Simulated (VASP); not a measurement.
Write the native input for VASP 6.6.1 that does the following.

| Property | Result |
| --- | --- |
| Task | single point |
| Functional | r2SCAN |
| Potentials or basis | VASP PAW PBE potentials, release 64 (Hf_pv, C) |
| Cutoff | 520 eV |
| k mesh | 12 × 12 × 6 |
| Occupations | gaussian, width 0.05 eV |
| Spin | no spin polarisation |
| Dipole correction | no |
| Further INCAR settings | ALGO = Normal; EDIFF = 1e-06; NBANDS = 22 |

HfC:

```
Hf C
1.0
     3.26579    0.00000    0.00000
    -1.63290    2.82826    0.00000
     0.00000    0.00000    5.76631
Hf C
2 2
Direct
  0.00000 0.00000 0.00000
  0.00000 0.00000 0.50000
  0.33333 0.66667 0.25000
  0.66667 0.33333 0.75000
```

These files were run (other wordings do the same):

POSCAR

```
HfC
1.0
    3.2657921833      0.0000000000      0.0000000000
   -1.6328960916      2.8282589942      0.0000000000
    0.0000000000      0.0000000000      5.7663094959
Hf C
2 2
Direct
    0.0000000000      0.0000000000      0.0000000000
    0.0000000000      0.0000000000      0.5000000000
    0.3333333333      0.6666666667      0.2500000000
    0.6666666667      0.3333333333      0.7500000000
```

INCAR.step1

```
  ALGO = Normal
  EDIFF = 1E-4
  ENCUT = 520
  GGA = PE
  ISMEAR = 0
  LASPH = T
  LCHARG = F
  LREAL = F
  LWAVE = T
  NBANDS = 22
  NELM = 100
  PREC = Accurate
  SIGMA = 0.05
```

INCAR.step2

```
  ALGO = Normal
  EDIFF = 1E-6
  ENCUT = 520
  ISIF = 2
  ISMEAR = 0
  ISTART = 1
  LASPH = T
  LCHARG = T
  LELF = T
  LMIXTAU = T
  LREAL = F
  LVHAR = T
  LWAVE = F
  METAGGA = R2SCAN
  NBANDS = 22
  NELM = 100
  PREC = Accurate
  SIGMA = 0.05
```

KPOINTS

```
k-points
0
Gamma
  12 12 6
```

Potentials or basis: VASP PAW PBE potentials, release 64 (Hf_pv, C).

Launch:

```bash
$ cat potpaw_PBE.64/Hf_pv/POTCAR potpaw_PBE.64/C/POTCAR > POTCAR
$ cp INCAR.step1 INCAR
$ mpirun -np 1 vasp_std > vasp.out
$ cp INCAR.step2 INCAR
$ mpirun -np 1 vasp_std > vasp.out
```

It gave:

```
Pressure               : -3.0 GPa
Band gap on the k mesh : zero (bands 14 and 15 overlap by 1.59 eV)
```

Caveat: the PAW data sets were made with another functional, which shifts forces and pressure a little; spin-orbit coupling is left out, which moves the levels of the heavy elements.

Run time: 6 min on 1 thread of AMD EPYC 7R13, with other jobs on the host, peak memory 0.22 GiB.
